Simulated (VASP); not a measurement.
Rh: single point with PBEsol

Rh:

```xyz
1
Lattice="0.0000 1.8711 1.8711 1.8711 0.0000 1.8711 1.8711 1.8711 0.0000" Properties=species:S:1:pos:R:3 pbc="T T T"
Rh    0.0000    0.0000    0.0000
```

```json
{"Program": "VASP 6.6.1", "Task": "single point", "Functional": "PBEsol", "Potentials or basis": "VASP PAW PBE potentials, release 64 (Rh_pv)", "Cutoff": "520 eV", "k mesh": "28 × 28 × 28", "Occupations": "fermi-dirac, width 0.1 eV", "Spin": "no spin polarisation", "Dipole correction": "no", "Further INCAR settings": "ALGO = Normal; EDIFF = 1e-07; NBANDS = 14"}
```

The pressure is 9.9 GPa and the band gap on the k mesh is zero (an odd number of electrons rules out a gap without spin polarisation).

Levels at points of the mesh, in eV from the Fermi level:
```csv
k point,band 4,band 5,band 6,band 7,band 8,band 9,band 10,band 11
"(0.00, 0.00, 0.00)",-8.41,-3.33,-3.33,-3.33,-1.05,-1.05,15.89,20.24
"(0.50, 0.00, 0.00)",-6.58,-3.41,-3.41,0.61,0.64,0.64,9.11,15.41
"(0.50, 0.50, 0.00)",-6.81,-6.42,0.62,1.09,1.09,3.25,12.86,13.52
```

Wall time 2.6 min on 1 thread of Intel Xeon 8259CL (shared host), peak memory 0.21 GiB.

Caveat: the cell stands under pressure; the PAW data sets were made with another functional, which shifts forces and pressure a little.
